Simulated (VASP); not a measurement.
Runs of VASP 6.6.1 on TaN. The structure is that of space group P-6m2 (No. 187), or close to it. The cells are those of the table. 

```tsv
task	potentials or basis	cell	cutoff (eV)	smearing	second run	gap on the mesh (eV)	pressure (GPa)
relaxation of cell and atoms	VASP PAW LDA potentials, release 64 (Ta_pv, N)	relaxed from a = 2.905, b = 2.905, c = 2.856 Å, angles 90.0, 90.0, 120.0°, 2 atoms	600	gaussian 0.1 eV	-	none	0.0
single point	VASP PAW LDA potentials, release 64 (Ta_pv, N)	a = 2.907, b = 2.907, c = 2.852 Å, angles 90.0, 90.0, 120.0°, 2 atoms	520	gaussian 0.1 eV	-	none	(a)
relaxation of cell and atoms	VASP PAW LDA potentials, release 64 (Ta_pv, N)	relaxed to 20 GPa from a = 2.907, b = 2.907, c = 2.851 Å, angles 90.0, 90.0, 120.0°, 2 atoms	600	fermi-dirac 0.15 eV	-	none	20.0
single point	VASP PAW LDA potentials, release 64 (Ta_sv_GW, N)	a = 2.907, b = 2.907, c = 2.852 Å, angles 90.0, 90.0, 120.0°, 2 atoms	600	gaussian 0.1 eV	valence_matched	none	1.3
single point	VASP PAW LDA potentials, release 64 (Ta_pv, N)	a = 2.858, b = 2.858, c = 2.812 Å, angles 90.0, 90.0, 120.0°, 2 atoms	520	fermi-dirac 0.15 eV	-	none	22.4
single point	VASP PAW LDA potentials, release 64 (Ta_pv, N)	a = 2.867, b = 2.867, c = 2.819 Å, angles 90.0, 90.0, 120.0°, 2 atoms	520	fermi-dirac 0.15 eV	-	none	18.3
```

Alike in all rows: level LDA; no spin polarisation; k mesh 18 × 18 × 14.

**Question.** Estimate the missing entries.

**Answer.** (a) 2.0.

Caveats: spin-orbit coupling is left out, which moves the levels of the heavy elements; the cell is relaxed towards a set pressure, so the enthalpy falls and the energy may rise (some runs).

A k mesh can miss the band edges, and the runs leave out spin-orbit coupling on Ta.

A gap of «none» marks levels without a gap at the run's occupations.

The runs don't all hold the same shells in valence.
